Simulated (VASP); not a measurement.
# Si16N in VASP: single point with PBE

Aim: the single point of Si16N with PBE.

Program: VASP 6.6.1. These are calculated values, not measurements. Logs are shortened: lines on timing, memory, paths and dates and some standing lists are left out, and cuts for length are marked.

### 1 The cell of the first run

The cell holds a slab with vacuum, 17 atoms: a = 7.702 Å, b = 6.365 Å, c = 19.753 Å, α = 90.00°, β = 90.00°, γ = 90.00°.

### 2 Single point, PBE, collinear spin, ferromagnetic start

Input file INCAR:

```
ALGO = Normal ; DIPOL = 0.5 0.5 0.323
EDIFF = 1E-7 ; ENCUT = 520
GGA = PE ; IDIPOL = 3
ISIF = 2 ; ISMEAR = 0
ISPIN = 2 ; LASPH = T
LCHARG = F ; LDIPOL = T
LORBIT = 11 ; LREAL = Auto
LWAVE = F ; MAGMOM = 0 0 0 0 0 0 0 0 0 0 0 0 0 0 0 0 3
NBANDS = 52 ; NELM = 150
PREC = Accurate ; SIGMA = 0.05
```

Input file KPOINTS:

```
k-points
0
Gamma
  4 4 1
```

Input file POSCAR:

```
Si16N
1.0
    7.7021644573      0.0000000000      0.0000000000
    0.0000000000      6.3646810416      0.0000000000
    0.0000000000      0.0000000000     19.7525435307
Si N
16 1
Direct
    0.0000000000      0.9370679285      0.2025055656
    0.5000000000      0.9370679285      0.2025055656
    0.0000000000      0.5629320715      0.2025055656
    0.5000000000      0.5629320715      0.2025055656
    0.2500000000      0.4370679285      0.2587875163
    0.7500000000      0.4370679285      0.2587875163
    0.2500000000      0.0629320715      0.2587875163
    0.7500000000      0.0629320715      0.2587875163
    0.2500000000      0.9333044702      0.3720589481
    0.7500000000      0.9333044702      0.3720589481
    0.2500000000      0.5666955298      0.3720589481
    0.7500000000      0.5666955298      0.3720589481
    0.0000000000      0.4259907582      0.4177964989
    0.5000000000      0.4259907582      0.4177964989
    0.0000000000      0.0740092418      0.4177964989
    0.5000000000      0.0740092418      0.4177964989
    0.0000000000      1.2593240915      0.4824831308
```

Potentials or basis: VASP PAW PBE potentials, release 64 (Si, N).

On the command line:

```
$ cat potpaw_PBE.64/Si/POTCAR potpaw_PBE.64/N/POTCAR > POTCAR
$ mpirun -np 1 vasp_std > vasp.out
```

OUTCAR:

```text
EDIFF = 1E-7
   ENCUT = 520
   GGA = PE
   ISIF = 2
   ISMEAR = 0
   ISPIN = 2
   LASPH = T
   LORBIT = 11
   LREAL = Auto
   NELM = 150
   PREC = Accurate

 ion  position               nearest neighbor table
   1  0.000  0.937  0.203-   7 2.36   8 2.36   3 2.38
   2  0.500  0.937  0.203-   7 2.36   8 2.36   4 2.38
   3  0.000  0.563  0.203-   5 2.36   6 2.36   1 2.38
   4  0.500  0.563  0.203-   5 2.36   6 2.36   2 2.38
   5  0.250  0.437  0.259-   3 2.36   4 2.36   7 2.38  11 2.38
   6  0.750  0.437  0.259-   3 2.36   4 2.36   8 2.38  12 2.38
   7  0.250  0.063  0.259-   1 2.36   2 2.36   5 2.38   9 2.38
   8  0.750  0.063  0.259-   1 2.36   2 2.36   6 2.38  10 2.38
   9  0.250  0.933  0.372-  15 2.31  16 2.31  11 2.33   7 2.38
  10  0.750  0.933  0.372-  15 2.31  16 2.31  12 2.33   8 2.38
  11  0.250  0.567  0.372-  13 2.31  14 2.31   9 2.33   5 2.38
  12  0.750  0.567  0.372-  13 2.31  14 2.31  10 2.33   6 2.38
  13  0.000  0.426  0.418-  17 1.66  15 2.24  11 2.31  12 2.31
  14  0.500  0.426  0.418-  16 2.24  12 2.31  11 2.31
  15  0.000  0.074  0.418-  17 1.74  13 2.24   9 2.31  10 2.31
  16  0.500  0.074  0.418-  14 2.24  10 2.31   9 2.31
  17  0.000  0.259  0.482-  13 1.66  15 1.74

  LATTYP: Found a simple orthorhombic cell.
 ALAT       =     6.3646810416
 B/A-ratio  =     1.2101414677
 C/A-ratio  =     3.1034616506

  Lattice vectors:

 A1 = (   0.0000000000,  -6.3646810416,   0.0000000000)
 A2 = (   7.7021644573,   0.0000000000,   0.0000000000)
 A3 = (   0.0000000000,   0.0000000000,  19.7525435307)

Analysis of symmetry for initial positions (statically):
=====================================================================
 Subroutine PRICEL returns:
 Original cell was already a primitive cell.

 Routine SETGRP: Setting up the symmetry group for a
 simple orthorhombic supercell.

 Subroutine GETGRP returns: Found  2 space group operations
 (whereof  2 operations were pure point group operations)
 out of a pool of  8 trial point group operations.

The static configuration has the point symmetry C_1h.

Analysis of symmetry for dynamics (positions and initial velocities):
=====================================================================
 Subroutine PRICEL returns:
 Original cell was already a primitive cell.

 Routine SETGRP: Setting up the symmetry group for a
 simple orthorhombic supercell.

 Subroutine GETGRP returns: Found  2 space group operations
 (whereof  2 operations were pure point group operations)
 out of a pool of  8 trial point group operations.

The dynamic configuration has the point symmetry C_1h.

Analysis of structural, dynamic, and magnetic symmetry:
=====================================================================
 Subroutine PRICEL returns:
 Original cell was already a primitive cell.

 Routine SETGRP: Setting up the symmetry group for a
 simple orthorhombic supercell.

 Subroutine GETGRP returns: Found  2 space group operations
 (whereof  2 operations were pure point group operations)
 out of a pool of  8 trial point group operations.

The overall configuration has the point symmetry C_1h.

 Subroutine INISYM returns: Found  2 space group operations
 (whereof  2 operations are pure point group operations),
 and found     1 'primitive' translations

----------------------------------------------------------------------------------------

                                     Primitive cell

  volume of cell :     968.3056

  direct lattice vectors                    reciprocal lattice vectors
     7.702164457  0.000000000  0.000000000     0.129833634  0.000000000  0.000000000
     0.000000000  6.364681042  0.000000000     0.000000000  0.157117064  0.000000000
     0.000000000  0.000000000 19.752543531     0.000000000  0.000000000  0.050626391

  length of vectors
     7.702164457  6.364681042 19.752543531     0.129833634  0.157117064  0.050626391

  position of ions in fractional coordinates (direct lattice)
     0.000000000  0.937067928  0.202505566
     0.500000000  0.937067928  0.202505566
     0.000000000  0.562932072  0.202505566
     0.500000000  0.562932072  0.202505566
[... 80 lines left out ...]
   PREC   = accura    normal or accurate (medium, high low for compatibility)
   ISTART =      0    job   : 0-new  1-cont  2-samecut
   ICHARG =      2    charge: 1-file 2-atom 10-const
   ISPIN  =      2    spin polarized calculation?
   LNONCOLLINEAR =      F non collinear calculations
   LSORBIT =      F    spin-orbit coupling
   LASPH  =      T    aspherical Exc in radial PAW
   ENCUT  =  520.0 eV  38.22 Ry    6.18 a.u.  14.32 11.83 36.73*2*pi/ulx,y,z
   NELM   =    150;   NELMIN=  2; NELMDL= -5     # of ELM steps
   EDIFF  = 0.1E-06   stopping-criterion for ELM
   LREAL  =      T    real-space projection
   EDIFFG = 0.1E-05   stopping-criterion for IOM
   NSW    =      0    number of steps for IOM
   IBRION =     -1    ionic relax: 0-MD 1-quasi-New 2-CG
   NFREE  =      0    steps in history (QN), initial steepest desc. (CG)
   ISIF   =      2    stress and relaxation
   ISYM   =      2    0-nonsym 1-usesym 2-fastsym
   POTIM  = 0.5000    time-step for ionic-motion
   TEBEG  =    0.0;   TEEND  =   0.0 temperature during run
   PSTRESS=    0.0 pullay stress
   NELECT =      69.0000    total number of electrons
   NUPDOWN=      -1.0000    fix difference up-down
   EMIN   =  10.00;   EMAX   =-10.00  energy-range for DOS
   EFERMI =   0.00;   METHOD = LEGACY
   ISMEAR =     0;   SIGMA  =   0.05  broadening in eV -4-tet -1-fermi 0-gaus
   EFERMI_NEDOS =   21; number of points for ismear=-14 and -15
   IALGO  =     38    algorithm
   IMIX   =      4    mixing-type and parameters
     AMIX     =   0.40;   BMIX     =  1.00
     AMIX_MAG =   1.60;   BMIX_MAG =  1.00
  volume/ion in A,a.u.               =      56.96       384.38
  Fermi-wavevector in a.u.,A,eV,Ry     =   0.678714  1.282584  6.267567  0.460653
  Thomas-Fermi vector in A             =   1.756699
   LORBIT       =     11    0 simple, 1 ext, 2 COOP (PROOUT), +10 PAW based schemes
   GGA     = PE    functional components
   LHFCALC =     F    Hartree Fock is set to
   AEXX    =    0.0000 exact exchange contribution
   IVDW    =     0    specifies the selected vdW correction
   LEPSILON=     F    determine dielectric tensor
   LRPA    =     F    only Hartree local field effects (RPA)
 spin polarized calculation
 Gauss-broadening in eV      SIGMA  =   0.05
  energy-cutoff  :      520.00
  volume of cell :      968.31
 maximum number of plane-waves:     26115
 NGX is ok and might be reduce to    60
   NGX = 29   NGY = 23   NGZ = 73

 dipolmoment           0.000000      0.000000     -0.354546 electrons x Angstroem

 number of electron      68.9999999 magnetization       0.2939567

 dipolmoment           0.000000      0.000000      0.154962 electrons x Angstroem

 Free energy of the ion-electron system (eV)
  ---------------------------------------------------
  ext. energy  EPLUGINS =         0.00000000
  ---------------------------------------------------
  free energy    TOTEN  =       -86.79769428 eV

  energy without entropy =      -86.79070520  energy(sigma->0) =      -86.79419974

 E-fermi :  -1.3535     XC(G=0):  -3.9527

 val. band max:       -1.4164358449   @ k =   0.0000   0.0000   0.0000
 cond. band min:      -1.3381915172   @ k =   0.0000   0.2500   0.0000
 fundamental gap:      0.0782443277
 Fermi energy:        -1.3534939201

 spin component 1

 k-point     1 :       0.0000    0.0000    0.0000
  band No.  band energies     occupation
      1     -16.9590      1.00000
      2     -12.7559      1.00000
      3     -11.4754      1.00000
      4     -11.2555      1.00000
      5     -10.6565      1.00000
      6      -9.9385      1.00000
[... 430 lines left out ...]
     45       1.9962      0.00000
     46       2.0133      0.00000
 Fermi energy:        -1.3534939201

 spin component 2

 k-point     1 :       0.0000    0.0000    0.0000
  band No.  band energies     occupation
      1     -16.8811      1.00000
      2     -12.7437      1.00000
      3     -11.4686      1.00000
      4     -11.2464      1.00000
      5     -10.6439      1.00000
      6      -9.9168      1.00000
[... 430 lines left out ...]
     45       2.0028      0.00000
     46       2.0622      0.00000
 [bands above 46 left out]

------------------------ aborting loop because EDIFF is reached ----------------------------------------

 vacuum level on the upper side and lower side of the slab       (xc-potential included)         0.175        -0.380

  FORCE on cell =-STRESS in cart. coord.  units (eV):
  Direction    XX          YY          ZZ          XY          YZ          ZX
  --------------------------------------------------------------------------------------
  -------------------------------------------------------------------------------------
  Total        3.3726660      1.3798935     -1.8105323      0.0000000     -1.8320646      0.0000000
  in kB        5.5804787      2.2831986     -2.9957419      0.0000000     -3.0313697      0.0000000
  external PRESSURE =       1.6226451 kB  Pullay stress =       0.0000000 kB

 VOLUME and BASIS-vectors are now :
 -----------------------------------------------------------------------------
  energy-cutoff  :      520.00
  volume of cell :      968.31
      direct lattice vectors                 reciprocal lattice vectors
     7.702164457  0.000000000  0.000000000     0.129833634  0.000000000  0.000000000
     0.000000000  6.364681042  0.000000000     0.000000000  0.157117064  0.000000000
     0.000000000  0.000000000 19.752543531     0.000000000  0.000000000  0.050626391

 POSITION                                       TOTAL-FORCE (eV/Angst)
 -----------------------------------------------------------------------------------
      0.00000      5.96414      4.00000         0.000000     -0.794461      0.702943
      3.85108      5.96414      4.00000         0.000000     -0.851377      0.585680
      0.00000      3.58288      4.00000         0.000000      0.798497      0.710294
      3.85108      3.58288      4.00000         0.000000      0.859301      0.595357
      1.92554      2.78180      5.11171         0.074792      0.026206     -0.699196
      5.77662      2.78180      5.11171        -0.074792      0.026206     -0.699196
[... 9 lines left out ...]
      3.85108      0.47105      8.25254         0.000000      0.082074     -0.014057
      0.00000      1.65052      9.53027         0.000000     -1.293884      0.050296
 -----------------------------------------------------------------------------------
    total drift:                               -0.000000      0.000125     -0.031962

  FREE ENERGIE OF THE ION-ELECTRON SYSTEM (eV)
  ---------------------------------------------------
  free  energy   TOTEN  =       -86.7976942811 eV

  energy  without entropy=      -86.7907051990  energy(sigma->0) =      -86.79419974

 vacuum level on the upper side and lower side of the slab         3.843         3.266

 total charge

# of ion       s       p       d       tot
------------------------------------------
    1        0.793   0.834   0.000   1.628
    2        0.789   0.840   0.000   1.629
    3        0.794   0.834   0.000   1.628
    4        0.789   0.840   0.000   1.629
    5        0.763   0.888   0.000   1.651
    6        0.763   0.888   0.000   1.651
[... 9 lines left out ...]
   16        0.785   0.896   0.000   1.680
   17        1.289   2.433   0.000   3.721
--------------------------------------------------
tot         13.636  16.778   0.000  30.414

 magnetization (x)

# of ion       s       p       d       tot
------------------------------------------
    1        0.000   0.003   0.000   0.003
    2       -0.001  -0.001   0.000  -0.002
    3       -0.000   0.000   0.000   0.000
    4       -0.001   0.003   0.000   0.002
    5        0.001   0.001   0.000   0.002
    6        0.001   0.001   0.000   0.002
[... 9 lines left out ...]
   16       -0.000   0.001   0.000   0.001
   17        0.004   0.056   0.000   0.060
--------------------------------------------------
tot          0.009   0.122   0.000   0.130
```

Run time: 42 min. Hardware: 1 thread of Oxide Virtual Turin-like, shared host; peak memory 1.4 GiB.

What came out:

```
Free energy                                           : -86.7977 eV
Largest force                                         : 2.162 eV/Å
Net moment                                            : 0.29 μB per cell
Site moments                                          : Si +0.00, -0.00, +0.02, +0.03 (each value once); N +0.06 μB
Valence electrons inside the program's atomic spheres : Si 1.63, 1.65, 1.70, 1.74, 1.68, 1.69 (each value once); N 3.72
```

Forces in eV/Å, atoms in the order of the input:
```
Si   0.000 -0.794  0.703
Si   0.000 -0.851  0.586
Si   0.000  0.798  0.710
Si   0.000  0.859  0.595
Si   0.075  0.026 -0.699
Si  -0.075  0.026 -0.699
Si   0.067 -0.018 -0.708
Si  -0.067 -0.018 -0.708
Si   0.020 -0.031 -0.067
Si  -0.020 -0.031 -0.067
Si   0.041  0.072 -0.128
Si  -0.041  0.072 -0.128
Si   0.000  2.133 -0.353
Si   0.000 -0.064 -0.029
Si   0.000 -0.968  0.954
Si   0.000  0.082 -0.014
N    0.000 -1.294  0.050
```

Levels at points of the mesh, in eV from the Fermi level:
Spin up:
| k point | band 31 | band 32 | band 33 | band 34 | band 35 | band 36 | band 37 | band 38 | band 39 | band 40 |
| --- | --- | --- | --- | --- | --- | --- | --- | --- | --- | --- |
| (0.00, 0.00, 0.00) | -0.87 | -0.82 | -0.59 | -0.15 | -0.07 | 0.44 | 0.63 | 1.11 | 1.60 | 1.79 |
| (0.50, 0.00, 0.00) | -1.20 | -0.90 | -0.64 | -0.10 | 0.08 | 0.74 | 0.85 | 1.34 | 1.48 | 2.07 |
| (0.00, 0.50, 0.00) | -1.06 | -0.89 | -0.74 | -0.48 | -0.24 | 0.19 | 0.61 | 0.72 | 1.53 | 1.78 |
| (0.50, 0.50, 0.00) | -1.18 | -0.63 | -0.41 | -0.40 | -0.37 | 0.19 | 0.54 | 0.58 | 1.69 | 1.98 |
Spin down:
| k point | band 30 | band 31 | band 32 | band 33 | band 34 | band 35 | band 36 | band 37 | band 38 | band 39 |
| --- | --- | --- | --- | --- | --- | --- | --- | --- | --- | --- |
| (0.00, 0.00, 0.00) | -1.11 | -0.84 | -0.80 | -0.52 | -0.15 | -0.06 | 0.51 | 0.63 | 1.13 | 1.62 |
| (0.50, 0.00, 0.00) | -1.68 | -1.19 | -0.84 | -0.62 | -0.09 | 0.22 | 0.74 | 0.86 | 1.35 | 1.53 |
| (0.00, 0.50, 0.00) | -1.16 | -1.05 | -0.88 | -0.65 | -0.46 | -0.23 | 0.29 | 0.66 | 0.73 | 1.54 |
| (0.50, 0.50, 0.00) | -1.85 | -1.16 | -0.62 | -0.39 | -0.39 | -0.19 | 0.21 | 0.54 | 0.58 | 1.74 |
